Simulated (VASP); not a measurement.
# FeSi (CsCl type) (Pm-3m) in VASP: further runs

Runs on FeSi (CsCl type). Level: PBEsol. Tasks: single point.

Program: VASP 6.6.1. These are calculated values, not measurements. Logs are shortened: lines on timing, memory, paths and dates and some standing lists are left out, and cuts for length are marked.

### 1 The cell of the first run

The structure is cubic, space group Pm-3m (No. 221). Conventional cell: a = 2.298 Å, b = 2.298 Å, c = 2.298 Å, α = 90.00°, β = 90.00°, γ = 90.00°. Fe (site symmetry m-3m) has 8 Si at 1.99 Å and 6 Fe at 2.30 Å within 2.6 Å. Within 2.6 Å of Si (site symmetry m-3m) lie 8 Fe at 1.99 Å and 6 Si at 2.30 Å.

### 2 Single point, PBEsol, collinear spin, ferromagnetic start

INCAR reads:

```
SYSTEM = FeSi
  PREC = Accurate
  ENCUT = 520
  EDIFF = 1E-7
  ISMEAR = -1
  SIGMA = 0.05
  LREAL = .False.
  LASPH = .True.
  NELM = 150
  ALGO = Normal
  ISIF = 2
  LWAVE = .False.
  LCHARG = .False.
  ISPIN = 2
  MAGMOM = 2.5 0
  LORBIT = 11
  LMAXMIX = 4
  GGA = PS
  NBANDS = 17
```

KPOINTS reads:

```
regular mesh
0
Gamma
  18 18 18
  0 0 0
```

POSCAR reads:

```
FeSi
1.0
    2.2977032478      0.0000000000      0.0000000000
    0.0000000000      2.2977032478      0.0000000000
    0.0000000000      0.0000000000      2.2977032478
Fe Si
1 1
Direct
    0.0000000000      0.0000000000      0.0000000000
    0.5000000000      0.5000000000      0.5000000000
```

Potentials or basis: VASP PAW PBE potentials, release 64 (Fe, Si).

Started as:

```bash
$ cat potpaw_PBE.64/Fe/POTCAR potpaw_PBE.64/Si/POTCAR > POTCAR
$ mpirun -np 1 vasp_std > vasp.out
```

OUTCAR:

```text
SYSTEM = FeSi
   PREC = Accurate
   ENCUT = 520
   EDIFF = 1E-7
   ISMEAR = -1
   LREAL = .False.
   LASPH = .True.
   NELM = 150
   ISIF = 2
   ISPIN = 2
   LORBIT = 11
   GGA = PS

 ion  position               nearest neighbor table
   1  0.000  0.000  0.000-   2 1.99   2 1.99   2 1.99   2 1.99   2 1.99   2 1.99   2 1.99   2 1.99

   2  0.500  0.500  0.500-   1 1.99   1 1.99   1 1.99   1 1.99   1 1.99   1 1.99   1 1.99   1 1.99

  LATTYP: Found a simple cubic cell.
 ALAT       =     2.2977032478

  Lattice vectors:

 A1 = (   2.2977032478,   0.0000000000,   0.0000000000)
 A2 = (   0.0000000000,   2.2977032478,   0.0000000000)
 A3 = (   0.0000000000,   0.0000000000,   2.2977032478)

Analysis of symmetry for initial positions (statically):
=====================================================================
 Subroutine PRICEL returns:
 Original cell was already a primitive cell.

 Routine SETGRP: Setting up the symmetry group for a
 simple cubic supercell.

 Subroutine GETGRP returns: Found 48 space group operations
 (whereof 48 operations were pure point group operations)
 out of a pool of 48 trial point group operations.

The static configuration has the point symmetry O_h .

Analysis of symmetry for dynamics (positions and initial velocities):
=====================================================================
 Subroutine PRICEL returns:
 Original cell was already a primitive cell.

 Routine SETGRP: Setting up the symmetry group for a
 simple cubic supercell.

 Subroutine GETGRP returns: Found 48 space group operations
 (whereof 48 operations were pure point group operations)
 out of a pool of 48 trial point group operations.

The dynamic configuration has the point symmetry O_h .

Analysis of structural, dynamic, and magnetic symmetry:
=====================================================================
 Subroutine PRICEL returns:
 Original cell was already a primitive cell.

 Routine SETGRP: Setting up the symmetry group for a
 simple cubic supercell.

 Subroutine GETGRP returns: Found 48 space group operations
 (whereof 48 operations were pure point group operations)
 out of a pool of 48 trial point group operations.

The overall configuration has the point symmetry O_h .

 Subroutine INISYM returns: Found 48 space group operations
 (whereof 48 operations are pure point group operations),
 and found     1 'primitive' translations

----------------------------------------------------------------------------------------

                                     Primitive cell

  volume of cell :      12.1306

  direct lattice vectors                    reciprocal lattice vectors
     2.297703248  0.000000000  0.000000000     0.435217211  0.000000000  0.000000000
     0.000000000  2.297703248  0.000000000     0.000000000  0.435217211  0.000000000
     0.000000000  0.000000000  2.297703248     0.000000000  0.000000000  0.435217211

  length of vectors
     2.297703248  2.297703248  2.297703248     0.435217211  0.435217211  0.435217211

  position of ions in fractional coordinates (direct lattice)
     0.000000000  0.000000000  0.000000000
     0.500000000  0.500000000  0.500000000

  ion indices of the primitive-cell ions
   primitive index   ion index
                 1           1
                 2           2

----------------------------------------------------------------------------------------

 KPOINTS: regular mesh

Automatic generation of k-mesh.
 Grid dimensions read from file:
 generate k-points for:   18   18   18

 Generating k-lattice:

  Cartesian coordinates                     Fractional coordinates (reciprocal lattice)
     0.024178734  0.000000000  0.000000000     0.055555556  0.000000000  0.000000000
     0.000000000  0.024178734  0.000000000     0.000000000  0.055555556  0.000000000
     0.000000000  0.000000000  0.024178734     0.000000000  0.000000000  0.055555556

  Length of vectors
     0.024178734  0.024178734  0.024178734

  Shift w.r.t. Gamma in fractional coordinates (k-lattice)
     0.000000000  0.000000000  0.000000000

 Subroutine IBZKPT returns following result:
 ===========================================

 Found    220 irreducible k-points:

 Following reciprocal coordinates:
            Coordinates               Weight
  0.000000  0.000000  0.000000      1.000000
  0.055556  0.000000  0.000000      6.000000
  0.111111  0.000000  0.000000      6.000000
  0.166667  0.000000  0.000000      6.000000
  0.222222  0.000000  0.000000      6.000000
  0.277778  0.000000  0.000000      6.000000
[... 16 lines left out ...]
  0.277778  0.111111  0.000000     24.000000
  0.333333  0.111111  0.000000     24.000000
 [... further k-points ...]
   k-points           NKPTS =    220   k-points in BZ     NKDIM =    220   number of bands    NBANDS=     17
   number of dos      NEDOS =    301   number of ions     NIONS =      2
   total plane-waves  NPLWV =   5832
   dimension x,y,z NGX =    18 NGY =   18 NGZ =   18
   dimension x,y,z NGXF=    36 NGYF=   36 NGZF=   36
   ions per type =               1   1
   NGX,Y,Z   is equivalent  to a cutoff of  13.02, 13.02, 13.02 a.u.
   NGXF,Y,Z  is equivalent  to a cutoff of  26.05, 26.05, 26.05 a.u.
 SYSTEM =  FeSi
   PREC   = accura    normal or accurate (medium, high low for compatibility)
   ISTART =      0    job   : 0-new  1-cont  2-samecut
   ICHARG =      2    charge: 1-file 2-atom 10-const
   ISPIN  =      2    spin polarized calculation?
   LNONCOLLINEAR =      F non collinear calculations
   LSORBIT =      F    spin-orbit coupling
   LASPH  =      T    aspherical Exc in radial PAW
   ENCUT  =  520.0 eV  38.22 Ry    6.18 a.u.   4.27  4.27  4.27*2*pi/ulx,y,z
   NELM   =    150;   NELMIN=  2; NELMDL= -5     # of ELM steps
   EDIFF  = 0.1E-06   stopping-criterion for ELM
   LREAL  =      F    real-space projection
   EDIFFG = 0.1E-05   stopping-criterion for IOM
   NSW    =      0    number of steps for IOM
   IBRION =     -1    ionic relax: 0-MD 1-quasi-New 2-CG
   NFREE  =      0    steps in history (QN), initial steepest desc. (CG)
   ISIF   =      2    stress and relaxation
   ISYM   =      2    0-nonsym 1-usesym 2-fastsym
   POTIM  = 0.5000    time-step for ionic-motion
   TEBEG  =    0.0;   TEEND  =   0.0 temperature during run
   PSTRESS=    0.0 pullay stress
   NELECT =      12.0000    total number of electrons
   NUPDOWN=      -1.0000    fix difference up-down
   EMIN   =  10.00;   EMAX   =-10.00  energy-range for DOS
   EFERMI =   0.00;   METHOD = LEGACY
   ISMEAR =    -1;   SIGMA  =   0.05  broadening in eV -4-tet -1-fermi 0-gaus
   EFERMI_NEDOS =   21; number of points for ismear=-14 and -15
   IALGO  =     38    algorithm
   IMIX   =      4    mixing-type and parameters
     AMIX     =   0.40;   BMIX     =  1.00
     AMIX_MAG =   1.60;   BMIX_MAG =  1.00
  volume/ion in A,a.u.               =       6.07        40.93
  Fermi-wavevector in a.u.,A,eV,Ry     =   1.631203  3.082526 36.202692  2.660823
  Thomas-Fermi vector in A             =   2.723378
   LORBIT       =     11    0 simple, 1 ext, 2 COOP (PROOUT), +10 PAW based schemes
   GGA     = PS    functional components
   LHFCALC =     F    Hartree Fock is set to
   AEXX    =    0.0000 exact exchange contribution
   IVDW    =     0    specifies the selected vdW correction
   LEPSILON=     F    determine dielectric tensor
   LRPA    =     F    only Hartree local field effects (RPA)
 spin polarized calculation
  energy-cutoff  :      520.00
  volume of cell :       12.13
 maximum number of plane-waves:       341
 NGX is ok and might be reduce to    18
   NGX =  9   NGY =  9   NGZ =  9

 number of electron      11.9999998 magnetization      -0.0012126

 number of electron      11.9999998 magnetization       0.0000838

 Free energy of the ion-electron system (eV)
  ---------------------------------------------------
  ext. energy  EPLUGINS =         0.00000000
  ---------------------------------------------------
  free energy    TOTEN  =        -8.90078938 eV

  energy without entropy =       -8.89804664  energy(sigma->0) =       -8.89941801

 E-fermi :  20.8829     XC(G=0): -16.1601

 val. band max:       20.8641523162   @ k =   0.5000   0.5000   0.2222
 cond. band min:      20.8873255937   @ k =   0.5000   0.5000   0.2778
 fundamental gap:      0.0231732774
 Fermi energy:        20.8828986205

 spin component 1

 k-point     1 :       0.0000    0.0000    0.0000
  band No.  band energies     occupation
      1       1.2311      1.00000
      2      12.0626      1.00000
      3      12.0626      1.00000
      4      18.8252      1.00000
      5      18.8252      1.00000
      6      18.8252      1.00000
[... 9 lines left out ...]
     16      49.8548      0.00000
     17      49.8548      0.00000
[... 441 lines left out ...]
 k-point    24 :       0.3333    0.1111    0.0000
  band No.  band energies     occupation
      1       4.7078      1.00000
      2      10.9007      1.00000
      3      13.5296      1.00000
      4      16.0719      1.00000
      5      16.5345      1.00000
      6      18.7524      1.00000
[... 9 lines left out ...]
     16      49.6634      0.00000
     17      52.5100      0.00000

 [... further k-points ...]

 spin component 2

 k-point     1 :       0.0000    0.0000    0.0000
  band No.  band energies     occupation
      1       1.2311      1.00000
      2      12.0627      1.00000
      3      12.0627      1.00000
      4      18.8252      1.00000
      5      18.8252      1.00000
      6      18.8253      1.00000
[... 9 lines left out ...]
     16      49.8548      0.00000
     17      49.8548      0.00000
[... 441 lines left out ...]
 k-point    24 :       0.3333    0.1111    0.0000
  band No.  band energies     occupation
      1       4.7078      1.00000
      2      10.9007      1.00000
      3      13.5297      1.00000
      4      16.0720      1.00000
      5      16.5346      1.00000
      6      18.7525      1.00000
[... 9 lines left out ...]
     16      49.6635      0.00000
     17      52.5100      0.00000

 [... further k-points ...]
[... 5 lines left out ...]
  --------------------------------------------------------------------------------------
  -------------------------------------------------------------------------------------
  Total       32.9523996     32.9523996     32.9523996      0.0000000      0.0000000      0.0000000
  in kB     4352.2698439   4352.2698439   4352.2698439      0.0000000      0.0000000      0.0000000
  external PRESSURE =    4352.2698439 kB  Pullay stress =       0.0000000 kB

 VOLUME and BASIS-vectors are now :
 -----------------------------------------------------------------------------
  energy-cutoff  :      520.00
  volume of cell :       12.13
      direct lattice vectors                 reciprocal lattice vectors
     2.297703248  0.000000000  0.000000000     0.435217211  0.000000000  0.000000000
     0.000000000  2.297703248  0.000000000     0.000000000  0.435217211  0.000000000
     0.000000000  0.000000000  2.297703248     0.000000000  0.000000000  0.435217211

 POSITION                                       TOTAL-FORCE (eV/Angst)
 -----------------------------------------------------------------------------------
      0.00000      0.00000      0.00000         0.000000      0.000000      0.000000
      1.14885      1.14885      1.14885         0.000000      0.000000      0.000000
 -----------------------------------------------------------------------------------
    total drift:                               -0.000000     -0.000000     -0.000000

  FREE ENERGIE OF THE ION-ELECTRON SYSTEM (eV)
  ---------------------------------------------------
  free  energy   TOTEN  =        -8.9007893834 eV

  energy  without entropy=       -8.8980466404  energy(sigma->0) =       -8.89941801

 total charge

# of ion       s       p       d       tot
------------------------------------------
    1        0.820   1.562   7.894  10.276
    2        0.818   1.429   0.000   2.247
--------------------------------------------------
tot          1.638   2.991   7.894  12.523

 magnetization (x)

# of ion       s       p       d       tot
------------------------------------------
    1       -0.000  -0.000   0.000   0.000
    2       -0.000  -0.000   0.000  -0.000
--------------------------------------------------
tot         -0.000  -0.000   0.000   0.000
```

Run time: 38 s. Hardware: 1 thread of Intel Xeon 6975P-C (Granite Rapids), shared host; peak memory 0.18 GiB.

What came out:

| Quantity | Value |
| --- | --- |
| Free energy | -8.9008 eV |
| Pressure | 435.2 GPa |
| Band gap on the k mesh | zero (filled and empty bands overlap) |
| Net moment | 0.00 μB per cell |

Caveat: the cell stands under pressure; the PAW data sets were made with another functional, which shifts forces and pressure a little.

### 3 Single point, PBEsol, collinear spin, ferromagnetic start

INCAR reads:

```
PREC     = Accurate       # precision mode
ENCUT    = 520            # plane-wave cutoff, eV
EDIFF    = 1E-6           # SCF threshold, eV
ISMEAR   = -1             # smearing method
SIGMA    = 0.05           # smearing width, eV
LREAL    = F              # projectors in reciprocal space
LASPH    = T              # aspherical terms in the spheres
NELM     = 150            # most SCF steps
ALGO     = Normal         # electronic algorithm
ISIF     = 2              # what is computed and relaxed
LWAVE    = F              # write WAVECAR
LCHARG   = T              # write CHGCAR
ISPIN    = 2              # spin polarisation
MAGMOM   = 2.5 0          # initial moments
LORBIT   = 11             # projections on sites
LMAXMIX  = 4              # l up to which the mixer works
GGA      = PS             # functional
LELF     = T              # ELF
LVHAR    = T            
NBANDS   = 17             # bands
```

KPOINTS reads:

```
regular mesh
0
Gamma
  18 18 18
```

POSCAR is that of step 2.

Potentials or basis: VASP PAW PBE potentials, release 64 (Fe, Si).

Started as:

```bash
$ cat potpaw_PBE.64/Fe/POTCAR potpaw_PBE.64/Si/POTCAR > POTCAR
$ mpirun -np 1 vasp_std > vasp.out
```

Run time: 34 s. Hardware: 1 thread of Intel Xeon 6975P-C (Granite Rapids), shared host; peak memory 0.18 GiB.

The run converged. Its results:

| Quantity | Value |
| --- | --- |
| Free energy | -8.9008 eV |
| Pressure | 435.3 GPa |
| Band gap on the k mesh | zero (filled and empty bands overlap) |
| Net moment | 0.00 μB per cell |

Levels at points of the mesh, in eV from the Fermi level:
Spin up:
```csv
k point,band 3,band 4,band 5,band 6,band 7,band 8,band 9,band 10
"(0.00, 0.00, 0.00)",-8.82,-2.06,-2.06,-2.06,5.92,5.92,5.92,10.01
"(0.50, 0.00, 0.00)",-6.76,-4.99,-4.99,-1.58,0.91,5.05,12.39,12.39
"(0.50, 0.50, 0.00)",-7.25,-7.25,-4.44,-4.44,-0.07,5.17,6.55,14.29
"(0.50, 0.50, 0.50)",-11.08,0.06,0.06,1.43,1.43,1.43,3.21,8.19
```
Spin down:
```
           k point  band 2  band 3  band 4  band 5  band 6  band 7  band 8  band 9  band 10  band 11
(0.00, 0.00, 0.00)   -8.82   -8.82   -2.06   -2.06   -2.06    5.92    5.92    5.92    10.01    10.01
(0.50, 0.00, 0.00)  -13.09   -6.76   -4.99   -4.99   -1.58    0.91    5.05   12.39    12.39    15.64
(0.50, 0.50, 0.00)   -7.81   -7.25   -7.25   -4.44   -4.44   -0.07    5.17    6.55    14.29    19.12
(0.50, 0.50, 0.50)  -11.08  -11.08    0.06    0.06    1.43    1.43    1.43    3.21     8.19     8.19
```

Caveat: the cell stands under pressure; the PAW data sets were made with another functional, which shifts forces and pressure a little.
